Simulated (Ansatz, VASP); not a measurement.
# One calculation of BePd, two programs

File INCAR:

```
ALGO = Normal
EDIFF = 1E-7
ENCUT = 520
ISIF = 2
ISMEAR = -1
LASPH = True
LCHARG = False
LREAL = False
LWAVE = False
NBANDS = 13
NELM = 100
PREC = Accurate
SIGMA = 0.08
```

KPOINTS

```
k-points
0
Gamma
  12 12 12
```

File POSCAR:

```
BePd
1.0
    2.8130000000      0.0000000000      0.0000000000
    0.0000000000      2.8130000000      0.0000000000
    0.0000000000      0.0000000000      2.8411300000
Be Pd
1 1
Direct
    0.0000000000      0.0000000000      0.0000000000
    0.5000000000      0.5000000000      0.5000000000
```

Input for Ansatz:

```yaml
crystal:
  lattice:
    - [2.813, 0.0, 0.0]
    - [0.0, 2.813, 0.0]
    - [0.0, 0.0, 2.84113]
  atoms:
    - { symbol: Be, position: [0.0, 0.0, 0.0] }
    - { symbol: Pd, position: [0.5, 0.5, 0.5] }
kpoints:
  mp_grid: { grid: [12, 12, 12] }
  band_path:
    path:
      - [0.0, 0.0, 0.0]
      - [0.0, 0.5, 0.0]
      - [0.5, 0.5, 0.0]
      - [0.0, 0.0, 0.0]
      - [0.0, 0.0, 0.5]
      - [0.0, 0.5, 0.5]
      - [0.5, 0.5, 0.5]
      - [0.0, 0.0, 0.5]
      - [0.0, 0.5, 0.0]
    npoints: 5
scf:
  occupations: { method: fermi_dirac, width: 0.08 }
hamiltonian:
  xc: lda
  pseudopotentials: { kind: all_electron, lapw: { basis_error: 0.001 } }
output:
  forces: true
  stress: true
  eigenvalues: true
```

Change from the starting cell: zz strain of +1 %.

Alike in both runs: task single point; functional LDA; k mesh 12 × 12 × 12; occupations fermi-dirac, width 0.08 eV; no spin polarisation.

```csv
,VASP,Ansatz
version,VASP 6.6.1,Ansatz 0.2.0
potentials or method,"VASP PAW LDA potentials, release 64 (Be, Pd), cutoff 520 eV","all-electron LAPW, scalar-relativistic"
```

```csv
,VASP,Ansatz,Ansatz less VASP
pressure (GPa),-9.0,-9.6,-0.60
"traceless stress, the component that is largest in VASP (GPa)",-0.27,-0.26,+0.009
```

LDA's correlation is that of Perdew and Zunger in VASP and of Perdew and Wang (1992) in Ansatz. Ansatz ran all-electron here, and VASP with PAW potentials.
